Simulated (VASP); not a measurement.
# CaSe in VASP: further runs

The runs below take CaSe through single point, with PBE, r2SCAN.

All numbers are computed with VASP 6.6.1; they aren't measurements. Logs are shortened: lines on timing, memory, paths and dates and some standing lists are left out, and cuts for length are marked.

## (1) The cell of the first run

The structure is cubic, space group Pm-3m (No. 221). Conventional cell: a = 3.830 Å, b = 3.830 Å, c = 3.830 Å, α = 90.00°, β = 90.00°, γ = 90.00°. Within 4.4 Å of Ca (site symmetry m-3m) lie 8 Se at 3.32 Å and 6 Ca at 3.83 Å. Se (site symmetry m-3m) has 8 Ca at 3.32 Å and 6 Se at 3.83 Å within 4.4 Å.

## (2) Single point, PBE (strain +5.4%)

Contents of INCAR:

```
SYSTEM = CaSe
ALGO = Normal
EDIFF = 1E-6
ENCUT = 520
GGA = PE
ISIF = 2
ISMEAR = -1
LASPH = .True.
LCHARG = .True.
LELF = .True.
LREAL = .False.
LVHAR = .True.
LWAVE = .False.
NBANDS = 15
NELM = 100
PREC = Accurate
SIGMA = 0.02
```

Contents of KPOINTS:

```
k-points
0
Gamma
  8 8 8
  0 0 0
```

Contents of POSCAR:

```
CaSe
1.0
    3.8296093905      0.0000000000      0.0000000000
    0.0000000000      3.8296093905      0.0000000000
    0.0000000000      0.0000000000      3.8296093905
Ca Se
1 1
Direct
    0.0000000000      0.0000000000      0.0000000000
    0.5000000000      0.5000000000      0.5000000000
```

Potentials or basis: VASP PAW PBE potentials, release 64 (Ca_sv, Se).

On the command line:

```bash
> cat potpaw_PBE.64/Ca_sv/POTCAR potpaw_PBE.64/Se/POTCAR > POTCAR
> mpirun -np 1 vasp_std > vasp.out
```

OUTCAR:

```text
SYSTEM = CaSe
   EDIFF = 1E-6
   ENCUT = 520
   GGA = PE
   ISIF = 2
   ISMEAR = -1
   LASPH = .True.
   LREAL = .False.
   NELM = 100
   PREC = Accurate

 ion  position               nearest neighbor table
   1  0.000  0.000  0.000-
   2  0.500  0.500  0.500-

  LATTYP: Found a simple cubic cell.
 ALAT       =     3.8296093905

  Lattice vectors:

 A1 = (   3.8296093905,   0.0000000000,   0.0000000000)
 A2 = (   0.0000000000,   3.8296093905,   0.0000000000)
 A3 = (   0.0000000000,   0.0000000000,   3.8296093905)

Analysis of symmetry for initial positions (statically):
=====================================================================
 Subroutine PRICEL returns:
 Original cell was already a primitive cell.

 Routine SETGRP: Setting up the symmetry group for a
 simple cubic supercell.

 Subroutine GETGRP returns: Found 48 space group operations
 (whereof 48 operations were pure point group operations)
 out of a pool of 48 trial point group operations.

The static configuration has the point symmetry O_h .

Analysis of symmetry for dynamics (positions and initial velocities):
=====================================================================
 Subroutine PRICEL returns:
 Original cell was already a primitive cell.

 Routine SETGRP: Setting up the symmetry group for a
 simple cubic supercell.

 Subroutine GETGRP returns: Found 48 space group operations
 (whereof 48 operations were pure point group operations)
 out of a pool of 48 trial point group operations.

The dynamic configuration has the point symmetry O_h .

 Subroutine INISYM returns: Found 48 space group operations
 (whereof 48 operations are pure point group operations),
 and found     1 'primitive' translations

----------------------------------------------------------------------------------------

                                     Primitive cell

  volume of cell :      56.1647

  direct lattice vectors                    reciprocal lattice vectors
     3.829609390  0.000000000  0.000000000     0.261123237  0.000000000  0.000000000
     0.000000000  3.829609390  0.000000000     0.000000000  0.261123237  0.000000000
     0.000000000  0.000000000  3.829609390     0.000000000  0.000000000  0.261123237

  length of vectors
     3.829609390  3.829609390  3.829609390     0.261123237  0.261123237  0.261123237

  position of ions in fractional coordinates (direct lattice)
     0.000000000  0.000000000  0.000000000
     0.500000000  0.500000000  0.500000000

  ion indices of the primitive-cell ions
   primitive index   ion index
                 1           1
                 2           2

----------------------------------------------------------------------------------------

 KPOINTS: k-points

Automatic generation of k-mesh.
 Grid dimensions read from file:
 generate k-points for:    8    8    8

 Generating k-lattice:

  Cartesian coordinates                     Fractional coordinates (reciprocal lattice)
     0.032640405  0.000000000  0.000000000     0.125000000  0.000000000  0.000000000
     0.000000000  0.032640405  0.000000000     0.000000000  0.125000000  0.000000000
     0.000000000  0.000000000  0.032640405     0.000000000  0.000000000  0.125000000

  Length of vectors
     0.032640405  0.032640405  0.032640405

  Shift w.r.t. Gamma in fractional coordinates (k-lattice)
     0.000000000  0.000000000  0.000000000

 Subroutine IBZKPT returns following result:
 ===========================================

 Found     35 irreducible k-points:

 Following reciprocal coordinates:
            Coordinates               Weight
  0.000000  0.000000  0.000000      1.000000
  0.125000  0.000000  0.000000      6.000000
  0.250000  0.000000  0.000000      6.000000
  0.375000  0.000000  0.000000      6.000000
  0.500000  0.000000  0.000000      3.000000
  0.125000  0.125000  0.000000     12.000000
[... 16 lines left out ...]
  0.375000  0.375000  0.125000     24.000000
  0.500000  0.375000  0.125000     24.000000
 [... further k-points ...]
   k-points           NKPTS =     35   k-points in BZ     NKDIM =     35   number of bands    NBANDS=     15
   number of dos      NEDOS =    301   number of ions     NIONS =      2
   total plane-waves  NPLWV =  21952
   dimension x,y,z NGX =    28 NGY =   28 NGZ =   28
   dimension x,y,z NGXF=    56 NGYF=   56 NGZF=   56
   ions per type =               1   1
   NGX,Y,Z   is equivalent  to a cutoff of  12.15, 12.15, 12.15 a.u.
   NGXF,Y,Z  is equivalent  to a cutoff of  24.31, 24.31, 24.31 a.u.
 SYSTEM =  CaSe
   PREC   = accura    normal or accurate (medium, high low for compatibility)
   ISTART =      0    job   : 0-new  1-cont  2-samecut
   ICHARG =      2    charge: 1-file 2-atom 10-const
   ISPIN  =      1    spin polarized calculation?
   LNONCOLLINEAR =      F non collinear calculations
   LSORBIT =      F    spin-orbit coupling
   LASPH  =      T    aspherical Exc in radial PAW
   ENCUT  =  520.0 eV  38.22 Ry    6.18 a.u.   7.12  7.12  7.12*2*pi/ulx,y,z
   NELM   =    100;   NELMIN=  2; NELMDL= -5     # of ELM steps
   EDIFF  = 0.1E-05   stopping-criterion for ELM
   LREAL  =      F    real-space projection
   EDIFFG = 0.1E-04   stopping-criterion for IOM
   NSW    =      0    number of steps for IOM
   IBRION =     -1    ionic relax: 0-MD 1-quasi-New 2-CG
   NFREE  =      0    steps in history (QN), initial steepest desc. (CG)
   ISIF   =      2    stress and relaxation
   ISYM   =      2    0-nonsym 1-usesym 2-fastsym
   POTIM  = 0.5000    time-step for ionic-motion
   TEBEG  =    0.0;   TEEND  =   0.0 temperature during run
   PSTRESS=    0.0 pullay stress
   NELECT =      16.0000    total number of electrons
   NUPDOWN=      -1.0000    fix difference up-down
   EMIN   =  10.00;   EMAX   =-10.00  energy-range for DOS
   EFERMI =   0.00;   METHOD = LEGACY
   ISMEAR =    -1;   SIGMA  =   0.02  broadening in eV -4-tet -1-fermi 0-gaus
   EFERMI_NEDOS =   21; number of points for ismear=-14 and -15
   IALGO  =     38    algorithm
   IMIX   =      4    mixing-type and parameters
     AMIX     =   0.40;   BMIX     =  1.00
     AMIX_MAG =   1.60;   BMIX_MAG =  1.00
  volume/ion in A,a.u.               =      28.08       189.51
  Fermi-wavevector in a.u.,A,eV,Ry     =   1.077193  2.035600 15.787460  1.160346
  Thomas-Fermi vector in A             =   2.213098
   LORBIT       =      0    0 simple, 1 ext, 2 COOP (PROOUT), +10 PAW based schemes
   GGA     = PE    functional components
   LHFCALC =     F    Hartree Fock is set to
   AEXX    =    0.0000 exact exchange contribution
   IVDW    =     0    specifies the selected vdW correction
   LEPSILON=     F    determine dielectric tensor
   LRPA    =     F    only Hartree local field effects (RPA)
 non-spin polarized calculation
  energy-cutoff  :      520.00
  volume of cell :       56.16
 maximum number of plane-waves:      1528
   NGX = 15   NGY = 15   NGZ = 15

 number of electron      16.0000008 magnetization

 Free energy of the ion-electron system (eV)
  ---------------------------------------------------
  ext. energy  EPLUGINS =         0.00000000
  ---------------------------------------------------
  free energy    TOTEN  =        -8.66502122 eV

  energy without entropy =       -8.66502122  energy(sigma->0) =       -8.66502122

 E-fermi :   3.5138     XC(G=0):  -8.9324

 val. band max:        3.0189651484   @ k =   0.5000   0.5000   0.0000
 cond. band min:       3.9718234921   @ k =   0.5000   0.5000   0.0000
 fundamental gap:      0.9528583437
 Fermi energy:         3.5137807620

 k-point     1 :       0.0000    0.0000    0.0000
  band No.  band energies     occupation
      1     -38.6080      2.00000
      2     -19.5415      2.00000
      3     -19.5415      2.00000
      4     -19.5415      2.00000
      5      -9.3066      2.00000
      6       2.2938      2.00000
      7       2.2938      2.00000
      8       2.2938      2.00000
      9       4.3039      0.00000
     10       4.4352      0.00000
     11       4.4352      0.00000
     12       7.0927      0.00000
     13       7.0927      0.00000
     14       7.0927      0.00000
     15      11.6357      0.00000

 k-point     2 :       0.1250    0.0000    0.0000
  band No.  band energies     occupation
      1     -38.6071      2.00000
      2     -19.5558      2.00000
      3     -19.5402      2.00000
      4     -19.5402      2.00000
      5      -9.2410      2.00000
      6       1.3774      2.00000
      7       2.2845      2.00000
      8       2.2845      2.00000
      9       4.5210      0.00000
     10       4.6098      0.00000
     11       5.3024      0.00000
     12       7.1190      0.00000
     13       7.1471      0.00000
     14       7.1471      0.00000
     15      11.3319      0.00000

 k-point     3 :       0.2500    0.0000    0.0000
  band No.  band energies     occupation
      1     -38.6050      2.00000
      2     -19.5902      2.00000
      3     -19.5371      2.00000
      4     -19.5371      2.00000
      5      -9.0738      2.00000
      6       0.1126      2.00000
      7       2.2597      2.00000
      8       2.2597      2.00000
      9       4.7502      0.00000
     10       5.2657      0.00000
     11       6.5607      0.00000
     12       7.1841      0.00000
     13       7.3200      0.00000
     14       7.3200      0.00000
     15      10.6189      0.00000
[... 343 lines left out ...]
 k-point    23 :       0.3750    0.3750    0.1250
  band No.  band energies     occupation
      1     -38.5971      2.00000
      2     -19.6097      2.00000
      3     -19.6075      2.00000
      4     -19.5397      2.00000
      5      -8.5945      2.00000
      6       0.0004      2.00000
      7       0.2414      2.00000
      8       2.1351      2.00000
      9       4.7833      0.00000
     10       6.1528      0.00000
     11       6.2357      0.00000
     12       6.9200      0.00000
     13       7.4736      0.00000
     14       8.3813      0.00000
     15      10.1773      0.00000

 k-point    24 :       0.5000    0.3750    0.1250
  band No.  band energies     occupation
      1     -38.5963      2.00000
      2     -19.6215      2.00000
      3     -19.6064      2.00000
      4     -19.5385      2.00000
      5      -8.5464      2.00000
      6      -0.1527      2.00000
      7       0.2933      2.00000
      8       2.2220      2.00000
      9       4.5240      0.00000
     10       6.0855      0.00000
     11       6.2046      0.00000
     12       6.8160      0.00000
     13       7.6571      0.00000
     14       8.4730      0.00000
     15      10.1779      0.00000

 [... further k-points ...]
[... 5 lines left out ...]
  --------------------------------------------------------------------------------------
  -------------------------------------------------------------------------------------
  Total       -1.8636935     -1.8636935     -1.8636935     -0.0000000     -0.0000000      0.0000000
  in kB      -53.1644878    -53.1644878    -53.1644878     -0.0000000     -0.0000000      0.0000000
  external PRESSURE =     -53.1644878 kB  Pullay stress =       0.0000000 kB

 VOLUME and BASIS-vectors are now :
 -----------------------------------------------------------------------------
  energy-cutoff  :      520.00
  volume of cell :       56.16
      direct lattice vectors                 reciprocal lattice vectors
     3.829609390  0.000000000  0.000000000     0.261123237  0.000000000  0.000000000
     0.000000000  3.829609390  0.000000000     0.000000000  0.261123237  0.000000000
     0.000000000  0.000000000  3.829609390     0.000000000  0.000000000  0.261123237

 POSITION                                       TOTAL-FORCE (eV/Angst)
 -----------------------------------------------------------------------------------
      0.00000      0.00000      0.00000         0.000000      0.000000      0.000000
      1.91480      1.91480      1.91480         0.000000      0.000000      0.000000
 -----------------------------------------------------------------------------------
    total drift:                               -0.000000      0.000000      0.000000

  FREE ENERGIE OF THE ION-ELECTRON SYSTEM (eV)
  ---------------------------------------------------
  free  energy   TOTEN  =        -8.6650212189 eV

  energy  without entropy=       -8.6650212189  energy(sigma->0) =       -8.66502122
```

It took 16 s on 1 thread of Intel Xeon Platinum 8375C at 2.90GHz (Ice Lake), shared host; peak memory 0.17 GiB.

What came out:

```yaml
Free_energy: -8.6650 eV
Pressure: -5.3 GPa
Band_gap_on_the_k_mesh: 0.95 eV, direct
```

Caveat: the cell differs from its parent crystal (strain +5.4%). A k mesh can miss the band edges.

## (3) Single point, r2SCAN (strain +5.4%)

POSCAR is that of step 2.

Contents of INCAR.step1:

```
SYSTEM = CaSe
  PREC = Accurate
  ENCUT = 520
  ISMEAR = 0
  SIGMA = 0.01
  LREAL = .FALSE.
  LASPH = .TRUE.
  NELM = 60
  NBANDS = 15
  GGA = PE
  ALGO = Normal
  EDIFF = 1E-4
  LWAVE = .TRUE.
  LCHARG = .FALSE.
```

Contents of INCAR.step2:

```
SYSTEM = CaSe
  PREC = Accurate
  ENCUT = 520
  EDIFF = 1E-6
  ISMEAR = 0
  SIGMA = 0.01
  LREAL = .FALSE.
  LASPH = .TRUE.
  NELM = 60
  ALGO = Normal
  ISIF = 2
  LWAVE = .FALSE.
  LCHARG = .TRUE.
  METAGGA = R2SCAN
  LMIXTAU = .TRUE.
  LELF = .TRUE.
  LVHAR = .TRUE.
  NBANDS = 15
  ISTART = 1
```

Contents of KPOINTS:

```
regular mesh
0
G
  8 8 8
  0 0 0
```

Potentials or basis: VASP PAW PBE potentials, release 64 (Ca_sv, Se).

On the command line:

```bash
> cat potpaw_PBE.64/Ca_sv/POTCAR potpaw_PBE.64/Se/POTCAR > POTCAR
> cp INCAR.step1 INCAR
> mpirun -np 1 vasp_std > vasp.out
> cp INCAR.step2 INCAR
> mpirun -np 1 vasp_std > vasp.out
```

Wall time 62 s (1 thread of Intel Xeon Platinum 8375C at 2.90GHz (Ice Lake), shared host); peak memory 0.18 GiB.

The run converged. Its results:

| Item | Value |
| --- | --- |
| Free energy | -25.0525 eV |
| Pressure | -6.2 GPa |
| Band gap on the k mesh | 1.43 eV, direct |

Levels at points of the mesh, in eV from the valence-band top:
| k point | band 5 | band 6 | band 7 | band 8 | band 9 | band 10 | band 11 | band 12 |
| --- | --- | --- | --- | --- | --- | --- | --- | --- |
| (0.00, 0.00, 0.00) | -12.75 | -0.75 | -0.75 | -0.75 | 1.86 | 1.86 | 2.02 | 4.55 |
| (0.50, 0.00, 0.00) | -12.23 | -4.16 | -0.79 | -0.79 | 2.61 | 4.63 | 4.76 | 4.79 |
| (0.50, 0.50, 0.00) | -11.95 | -3.05 | -3.05 | 0.00 | 1.43 | 3.26 | 3.59 | 3.59 |
| (0.50, 0.50, 0.50) | -11.54 | -3.02 | -3.02 | -3.02 | 4.19 | 4.19 | 4.19 | 5.36 |

Caveat: the cell differs from its parent crystal (strain +5.4%); the PAW data sets were made with another functional, which shifts forces and pressure a little. A k mesh can miss the band edges.

## (4) Single point, PBE (biaxial xy strain -0.3%)

Contents of INCAR:

```
PREC     = Accurate       # precision mode
ENCUT    = 520            # plane-wave cutoff, eV
EDIFF    = 1E-7           # SCF threshold, eV
ISMEAR   = -1             # smearing method
SIGMA    = 0.02           # smearing width, eV
LREAL    = False          # projectors in reciprocal space
LASPH    = True           # aspherical terms in the spheres
NELM     = 100            # most SCF steps
ALGO     = Normal         # electronic algorithm
ISIF     = 2              # what is computed and relaxed
LWAVE    = False          # write WAVECAR
LCHARG   = False          # write CHGCAR
GGA      = PE             # functional
NBANDS   = 15             # bands
```

Contents of KPOINTS:

```
regular mesh
0
Gamma
  8 8 8
```

Contents of POSCAR:

```
CaSe
1.0
    3.6220631717      0.0000000000      0.0000000000
    0.0000000000      3.6220631717      0.0000000000
    0.0000000000      0.0000000000      3.6347849189
Ca Se
1 1
Direct
    0.0000000000      0.0000000000      0.0000000000
    0.5000000000      0.5000000000      0.5000000000
```

On the command line:

```bash
> cat potpaw_PBE.64/Ca_sv/POTCAR potpaw_PBE.64/Se/POTCAR > POTCAR
> mpirun -np 1 vasp_std > vasp.out
```

Wall time 37 s (1 thread of Intel Xeon Platinum 8375C at 2.90GHz (Ice Lake), shared host); peak memory 0.19 GiB.

The run converged. Its results:

- Free energy: -8.7985 eV
- Pressure: 1.2 GPa
- Band gap on the k mesh: 0.74 eV, direct

Stress tensor (GPa, compression positive):
```
1.38 0.00 0.00
0.00 1.38 0.00
0.00 0.00 0.83
```

Levels at points of the mesh, in eV from the valence-band top:
| k point | band 5 | band 6 | band 7 | band 8 | band 9 | band 10 | band 11 | band 12 |
| --- | --- | --- | --- | --- | --- | --- | --- | --- |
| (0.00, 0.00, 0.00) | -13.08 | -0.91 | -0.87 | -0.87 | 1.05 | 1.06 | 2.12 | 4.38 |
| (0.50, 0.00, 0.00) | -12.33 | -4.96 | -1.10 | -1.05 | 2.00 | 4.63 | 4.65 | 4.82 |
| (0.50, 0.50, 0.00) | -12.02 | -3.59 | -3.59 | -0.03 | 0.75 | 2.91 | 3.14 | 3.14 |
| (0.00, 0.00, 0.50) | -12.34 | -4.97 | -1.06 | -1.06 | 1.99 | 4.64 | 4.67 | 4.79 |
| (0.50, 0.00, 0.50) | -12.03 | -3.60 | -3.59 | 0.00 | 0.74 | 2.95 | 3.16 | 3.18 |
| (0.50, 0.50, 0.50) | -11.45 | -3.75 | -3.75 | -3.74 | 3.85 | 3.85 | 3.85 | 5.44 |

Caveat: the cell differs from its parent crystal (biaxial xy strain -0.3%). A k mesh can miss the band edges.

## (5) The runs side by side

| level | cell | smearing | gap on the mesh (eV) | pressure (GPa) |
| --- | --- | --- | --- | --- |
| PBE | a = 3.830 Å, 2 atoms | fermi-dirac 0.02 eV | 0.95 | -5.3 |
| r2SCAN | a = 3.830 Å, 2 atoms | gaussian 0.01 eV | 1.43 | -6.2 |
| PBE | a = 3.622, b = 3.622, c = 3.635 Å, 2 atoms | fermi-dirac 0.02 eV | 0.74 | 1.2 |

Alike in all rows: task single point; potentials or basis VASP PAW PBE potentials, release 64 (Ca_sv, Se); no spin polarisation; k mesh 8 × 8 × 8; cutoff (eV) 520.

Caveats: the PAW data sets were made with another functional, which shifts forces and pressure a little (some runs).

Absolute energies hang on the potentials; compare differences alone.
